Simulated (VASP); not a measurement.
CdSe:

```xyz
2
Lattice="0.0000 3.0497 3.0497 3.0497 0.0000 3.0497 3.0497 3.0497 0.0000" Properties=species:S:1:pos:R:3 pbc="T T T"
Cd    0.0000    0.0000    0.0000
Se    1.5248    1.5248    1.5248
```

Base run:

| Quantity | Value |
| --- | --- |
| Program | VASP 6.6.1 |
| Functional | PBEsol |
| Potentials or basis | VASP PAW PBE potentials, release 64 (Cd, Se) |
| Cutoff | 520 eV |
| k mesh | 8 × 8 × 8 |
| Occupations | fermi-dirac, width 0.05 eV |
| Spin | no spin polarisation |

Its results: band gap on the k mesh 0.47 eV, direct; pressure -0.1 GPa.

Question: After a change of settings the same cell gave: band gap on the k mesh 1.01 eV, direct; pressure 0.4 GPa. Which change was it?
A. functional from PBEsol to BLYP
B. functional from PBEsol to PBE; dispersion from none to D3(BJ)
C. functional from PBEsol to r2SCAN; dispersion from none to rVV10
D. functional from PBEsol to RPBE

Answer: C.

Caveats: the PAW data sets were made with another functional, which shifts forces and pressure a little.
